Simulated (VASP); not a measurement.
Here is a VASP 6.6.1 calculation.

The input INCAR:

```
SYSTEM = Au
ALGO = Normal
EDIFF = 1E-6
ENCUT = 520
GGA = PS
ISIF = 2
ISMEAR = -1
LASPH = .TRUE.
LCHARG = .FALSE.
LREAL = .FALSE.
LWAVE = .FALSE.
NBANDS = 12
NELM = 100
PREC = Accurate
SIGMA = 0.05
```

The input KPOINTS:

```
k-points
0
G
  11 11 11
  0 0 0
```

Contents of POSCAR:

```
Au
1.0
    0.0000000000      2.0412444162      2.0412444162
    2.0412444162      0.0000000000      2.0412444162
    2.0412444162      2.0412444162      0.0000000000
Au
1
Direct
    0.0000000000      0.0000000000      0.0000000000
```

Potentials or basis: VASP PAW PBE potentials, release 64 (Au).

Command:

```bash
$ cat potpaw_PBE.64/Au/POTCAR > POTCAR
$ mpirun -np 1 vasp_std > vasp.out
```

Task: Predict the pressure.

Result: -0.3 GPa.

Caveat: the PAW data sets were made with another functional, which shifts forces and pressure a little.
